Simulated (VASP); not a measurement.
Runs of VASP 6.6.1 on GaSb. The structure is that of space group I-4m2 (No. 119), or close to it. The cells are those of the table. 

```tsv
cell	gap on the mesh (eV)	pressure (GPa)
a = 4.153 Å, angles 97.6, 97.6, 137.3°, 2 atoms	none	(a)
a = 3.899 Å, angles 98.1, 98.1, 136.0°, 2 atoms	none	14.9
a = 3.858 Å, angles 99.2, 99.2, 133.0°, 2 atoms	none	14.9
a = 4.194 Å, angles 97.0, 97.0, 139.2°, 2 atoms	none	-0.5
a = 3.955 Å, angles 96.7, 96.7, 140.0°, 2 atoms	none	18.9
```

Alike in all rows: task single point; level LDA; potentials or basis VASP PAW LDA potentials, release 64 (Ga_d, Sb); no spin polarisation; k mesh 16 × 16 × 16; cutoff (eV) 520; smearing gaussian 0.15 eV.

Question: Fill in the values left out.

Answer: (a) -1.0.

Caveats: spin-orbit coupling is left out, which moves the levels of the heavy elements.

A k mesh can miss the band edges, and the runs leave out spin-orbit coupling on Ga, Sb.

A gap of «none» marks levels without a gap at the run's occupations.
